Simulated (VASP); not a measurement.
# ReSbN (P4/nmm) in VASP: further runs

The runs below take ReSbN through relaxation of cell and atoms, with LDA, LDA+U.

Everything below comes from runs of VASP 6.6.1. Logs are shortened: lines on timing, memory, paths and dates and some standing lists are left out, and cuts for length are marked.

**1. The cell of the first run**

The structure is tetragonal, space group P4/nmm (No. 129). Conventional cell: a = 3.432 Å, b = 3.432 Å, c = 8.593 Å, α = 90.00°, β = 90.00°, γ = 90.00°. Re (site symmetry 4mm) has 4 N at 2.03 Å within 2.7 Å. Within 4.0 Å of Sb (site symmetry 4mm) lie 5 Re at 3.01 to 3.95 Å and 4 N at 3.34 Å and 8 Sb at 3.43 to 3.75 Å. N (site symmetry -4m2) has 4 Re at 2.03 Å and 4 N at 2.43 Å within 2.7 Å.

**2. Relaxation of cell and atoms, LDA**

Contents of INCAR:

```
PREC = Accurate ; ENCUT = 600
EDIFF = 1E-7 ; ISMEAR = -1
SIGMA = 0.05 ; LREAL = F
LASPH = T ; NELM = 60
ALGO = Normal ; ISIF = 3
LWAVE = F ; LCHARG = F
IBRION = 2 ; NSW = 60
EDIFFG = -0.01
```

Contents of KPOINTS:

```
Automatic mesh
0
Gamma
  8 8 3
```

Contents of POSCAR:

```
ReSbN
1.0
    3.4321230000      0.0000000000      0.0000000000
    0.0000000000      3.4321230000      0.0000000000
    0.0000000000      0.0000000000      8.5926270000
Re Sb N
2 2 2
Direct
    0.0000000000      0.5000000000      0.8732410000
    0.5000000000      0.0000000000      0.1267590000
    0.0000000000      0.5000000000      0.3334580000
    0.5000000000      0.0000000000      0.6665420000
    0.0000000000      0.0000000000      0.0000000000
    0.5000000000      0.5000000000      0.0000000000
```

Potentials or basis: VASP PAW LDA potentials, release 64 (Re, Sb, N).

On the command line:

```sh
cat potpaw_LDA.64/Re/POTCAR potpaw_LDA.64/Sb/POTCAR potpaw_LDA.64/N/POTCAR > POTCAR
mpirun -np 1 vasp_std > vasp.out
```

OUTCAR:

```text
PREC = Accurate
   ENCUT = 600
   EDIFF = 1E-7
   ISMEAR = -1
   LREAL = F
   LASPH = T
   NELM = 60
   ISIF = 3
   IBRION = 2
   NSW = 60
   EDIFFG = -0.01

 ion  position               nearest neighbor table
   1  0.000  0.500  0.873-   5 2.03   6 2.03   5 2.03   6 2.03   4 3.01   4 3.01   4 3.01   4 3.01
                             2 3.26   2 3.26   2 3.26   2 3.26
   2  0.500  0.000  0.127-   5 2.03   6 2.03   6 2.03   5 2.03   3 3.01   3 3.01   3 3.01   3 3.01
                             1 3.26   1 3.26   1 3.26   1 3.26
   3  0.000  0.500  0.333-   2 3.01   2 3.01   2 3.01   2 3.01   4 3.75   4 3.75   4 3.75   4 3.75

   4  0.500  0.000  0.667-   1 3.01   1 3.01   1 3.01   1 3.01   3 3.75   3 3.75   3 3.75   3 3.75

   5  0.000  0.000  0.000-   1 2.03   2 2.03   1 2.03   2 2.03
   6  0.500  0.500  0.000-   1 2.03   2 2.03   2 2.03   1 2.03

  LATTYP: Found a simple tetragonal cell.
 ALAT       =     3.4321230000
 C/A-ratio  =     2.5035894693

  Lattice vectors:

 A1 = (   3.4321230000,   0.0000000000,   0.0000000000)
 A2 = (   0.0000000000,   3.4321230000,   0.0000000000)
 A3 = (   0.0000000000,   0.0000000000,   8.5926270000)

Analysis of symmetry for initial positions (statically):
=====================================================================
 Subroutine PRICEL returns:
 Original cell was already a primitive cell.

 Routine SETGRP: Setting up the symmetry group for a
 simple tetragonal supercell.

 Subroutine GETGRP returns: Found 16 space group operations
 (whereof  8 operations were pure point group operations)
 out of a pool of 16 trial point group operations.

The static configuration has the point symmetry D_2d.
 The point group associated with its full space group is D_4h.

Analysis of symmetry for dynamics (positions and initial velocities):
=====================================================================
 Subroutine PRICEL returns:
 Original cell was already a primitive cell.

 Routine SETGRP: Setting up the symmetry group for a
 simple tetragonal supercell.

 Subroutine GETGRP returns: Found 16 space group operations
 (whereof  8 operations were pure point group operations)
 out of a pool of 16 trial point group operations.

The dynamic configuration has the point symmetry D_2d.
 The point group associated with its full space group is D_4h.

 Subroutine INISYM returns: Found 16 space group operations
[... 125 lines left out ...]
     AMIX_MAG =   1.60;   BMIX_MAG =  1.00
  volume/ion in A,a.u.               =      16.87       113.84
  Fermi-wavevector in a.u.,A,eV,Ry     =   1.138022  2.150549 17.620819  1.295094
  Thomas-Fermi vector in A             =   2.274727
   LORBIT       =      0    0 simple, 1 ext, 2 COOP (PROOUT), +10 PAW based schemes
   GGA     = CA    functional components
   LHFCALC =     F    Hartree Fock is set to
   AEXX    =    0.0000 exact exchange contribution
   IVDW    =     0    specifies the selected vdW correction
   LEPSILON=     F    determine dielectric tensor
   LRPA    =     F    only Hartree local field effects (RPA)
 conjugate gradient relaxation of ions
 non-spin polarized calculation
  energy-cutoff  :      600.00
  volume of cell :      101.22
 maximum number of plane-waves:      3398
 NGX is ok and might be reduce to    28
   NGX = 13   NGY = 13   NGZ = 35

--------------------------------------- Ionic step        1  -------------------------------------------

 number of electron      34.0000005 magnetization

 Free energy of the ion-electron system (eV)
  ---------------------------------------------------
  ext. energy  EPLUGINS =         0.00000000
  ---------------------------------------------------
  free energy    TOTEN  =       -53.65208863 eV

  energy without entropy =      -53.63883561  energy(sigma->0) =      -53.64546212

------------------------ aborting loop because EDIFF is reached ----------------------------------------

  FORCE on cell =-STRESS in cart. coord.  units (eV):
  Direction    XX          YY          ZZ          XY          YZ          ZX
  --------------------------------------------------------------------------------------
  -------------------------------------------------------------------------------------
  Total       -5.6205717     -5.6205717     -4.6975786      0.0000000      0.0000000      0.0000000
  in kB      -88.9691465    -88.9691465    -74.3589053      0.0000000      0.0000000      0.0000000
  external PRESSURE =     -84.0990661 kB  Pullay stress =       0.0000000 kB
[... 101 lines left out ...]
  FREE ENERGIE OF THE ION-ELECTRON SYSTEM (eV)
  ---------------------------------------------------
  free  energy   TOTEN  =       -53.7656000110 eV

  energy  without entropy=      -53.7532338228  energy(sigma->0) =      -53.75941692

[... ionic steps 4 to 13 ...]

--------------------------------------- Ionic step       14  -------------------------------------------

 number of electron      33.9999996 magnetization

------------------------ aborting loop because EDIFF is reached ----------------------------------------
[... 75 lines left out ...]
--------------------------------------- Ionic step       16  -------------------------------------------

 number of electron      33.9999996 magnetization

 Free energy of the ion-electron system (eV)
  ---------------------------------------------------
  ext. energy  EPLUGINS =         0.00000000
  ---------------------------------------------------
  free energy    TOTEN  =       -53.77800547 eV

  energy without entropy =      -53.76508049  energy(sigma->0) =      -53.77154298

 E-fermi :   8.1205     XC(G=0): -11.7572

 val. band max:        8.0566198039   @ k =   0.2500   0.0000   0.0000
 cond. band min:       8.1761158483   @ k =   0.5000   0.1250   0.0000
 fundamental gap:      0.1194960443
 Fermi energy:         8.1205433514

 k-point     1 :       0.0000    0.0000    0.0000
  band No.  band energies     occupation
      1      -9.7041      2.00000
      2      -6.5849      2.00000
      3      -3.1572      2.00000
      4      -3.0646      2.00000
      5       0.0751      2.00000
      6       0.0751      2.00000
[... 565 lines left out ...]
     20      10.2996      0.00000
     21      11.4416      0.00000

 [... further k-points ...]

------------------------ aborting loop because EDIFF is reached ----------------------------------------

  FORCE on cell =-STRESS in cart. coord.  units (eV):
  Direction    XX          YY          ZZ          XY          YZ          ZX
  --------------------------------------------------------------------------------------
  -------------------------------------------------------------------------------------
  Total       -0.0184846     -0.0184846     -0.0192546      0.0000000      0.0000000      0.0000000
  in kB       -0.3083197     -0.3083197     -0.3211627      0.0000000      0.0000000      0.0000000
  external PRESSURE =      -0.3126007 kB  Pullay stress =       0.0000000 kB
[... 21 lines left out ...]
  FREE ENERGIE OF THE ION-ELECTRON SYSTEM (eV)
  ---------------------------------------------------
  free  energy   TOTEN  =       -53.7780054655 eV

  energy  without entropy=      -53.7650804926  energy(sigma->0) =      -53.77154298

 reached required accuracy - stopping structural energy minimisation
```

OSZICAR:

```text
N       E                     dE             d eps       ncg     rms          rms(c)
DAV:   1     0.348303584210E+03    0.34830E+03   -0.13990E+04  1284   0.164E+03
DAV:   2    -0.869990919414E+01   -0.35700E+03   -0.34637E+03  2151   0.660E+02
[... 157 lines left out ...]
       N       E                     dE             d eps       ncg     rms          rms(c)
DAV:   1    -0.537780050984E+02   -0.13157E-04   -0.18774E-03  1805   0.306E-01    0.149E-02
DAV:   2    -0.537780065557E+02   -0.14573E-05   -0.43530E-05  2193   0.502E-02    0.123E-02
DAV:   3    -0.537780055899E+02    0.96583E-06   -0.34708E-06  2187   0.155E-02    0.876E-03
DAV:   4    -0.537780054532E+02    0.13664E-06   -0.75305E-07  1752   0.866E-03    0.952E-03
DAV:   5    -0.537780054655E+02   -0.12269E-07   -0.26973E-07  1246   0.458E-03
  16 F= -.53778005E+02 E0= -.53771543E+02  d E =-.135121E-04
```

CONTCAR:

```text
ReSbN
   1.00000000000000
     3.3790679583328802    0.0000000000000000    0.0000000000000000
     0.0000000000000000    3.3790679583328802    0.0000000000000000
    -0.0000000000000000    0.0000000000000000    8.4125204788893022
  Re              Sb              N
     2     2     2
Direct
     1.0000000000000000    0.5000000000000000    0.8714830850012985
     0.5000000000000000    0.0000000000000000    0.1285169149987015
     0.0000000000000000    0.5000000000000000    0.3350434032715484
     0.5000000000000000    0.0000000000000000    0.6649565967284514
     0.0000000000000000    0.0000000000000000    0.0000000000000000
     0.5000000000000000    0.5000000000000000    0.0000000000000000

  0.00000000E+00  0.00000000E+00  0.00000000E+00
  0.00000000E+00  0.00000000E+00  0.00000000E+00
  0.00000000E+00  0.00000000E+00  0.00000000E+00
  0.00000000E+00  0.00000000E+00  0.00000000E+00
  0.00000000E+00  0.00000000E+00  0.00000000E+00
  0.00000000E+00  0.00000000E+00  0.00000000E+00
```

It took 20 min on 1 thread of Oxide Virtual Turin-like, shared host; peak memory 0.22 GiB.

Results:

| Item | Value |
| --- | --- |
| Free energy | -53.7780 eV |
| Relaxed volume | 16.01 Å³/atom |
| Relaxed cell | a = 3.379 Å, b = 3.379 Å, c = 8.413 Å, α = 90.00°, β = 90.00°, γ = 90.00° |
| Space group after relaxing (to 0.1 Å) | P4/nmm (No. 129) |
| Energy gained by relaxing | 21.0 meV/atom |
| Ionic steps | 16 |
| Pressure after relaxing | 0.0 GPa |
| Band gap on the k mesh | zero (bands 17 and 18 overlap by 1.85 eV) |

Forces on the atoms (eV/Å):
```
Re   0.000  0.000 -0.002
Re   0.000  0.000  0.002
Sb   0.000  0.000 -0.002
Sb   0.000  0.000  0.002
N    0.000  0.000  0.000
N    0.000  0.000  0.000
```

The path:
```
step  energy change (eV)  largest force (eV/Å)  pressure (GPa)  volume (Å³)
   1              0.0000                0.6102           -8.41       101.22
   2              0.6138                4.1225           25.90        88.79
   3             -0.1135                0.5050           -0.67        97.48
   4             -0.1137                0.5429           -0.41        97.36
   5             -0.1218                0.2026            0.01        96.47
   6             -0.1233                0.0570           -0.12        96.72
   7             -0.1240                0.0699            0.07        96.55
   8             -0.1245                0.0907            0.38        96.26
   9             -0.1248                0.0841            0.23        96.27
  10             -0.1251                0.0705           -0.08        96.29
  11             -0.1251                0.0689           -0.12        96.29
  12             -0.1253                0.0583           -0.11        96.26
  13             -0.1258                0.0263           -0.06        96.16
  14             -0.1257                0.0438            0.03        95.96
  15             -0.1259                0.0202           -0.01        96.07
  16             -0.1259                0.0024           -0.03        96.06
```

Final structure:
```cif
data_structure
_symmetry_space_group_name_H-M 'P 1'
_symmetry_Int_Tables_number 1
_cell_length_a 3.3791
_cell_length_b 3.3791
_cell_length_c 8.4125
_cell_angle_alpha 90.000
_cell_angle_beta 90.000
_cell_angle_gamma 90.000
_cell_volume 96.06
loop_
_atom_site_label
_atom_site_type_symbol
_atom_site_fract_x
_atom_site_fract_y
_atom_site_fract_z
_atom_site_occupancy
Re1 Re 0.00000 0.50000 0.87148 1
Re2 Re 0.50000 0.00000 0.12852 1
Sb1 Sb 0.00000 0.50000 0.33504 1
Sb2 Sb 0.50000 0.00000 0.66496 1
N1 N 0.00000 0.00000 0.00000 1
N2 N 0.50000 0.50000 0.00000 1
```

Levels at points of the mesh, in eV from the Fermi level:
```
           k point  band 13  band 14  band 15  band 16  band 17  band 18  band 19  band 20  band 21
(0.00, 0.00, 0.00)    -0.88    -0.07     0.32     0.36     0.36     1.09     1.69     1.69     1.71
(0.50, 0.00, 0.00)    -2.09    -2.09    -1.17    -1.17     0.22     0.22     2.37     2.37     3.37
(0.50, 0.50, 0.00)    -3.49    -3.49    -1.77    -1.77    -0.39    -0.39     1.16     1.16     2.54
```

Caveat: spin-orbit coupling is left out, which moves the levels of the heavy elements.

[end of part 1 of 2]
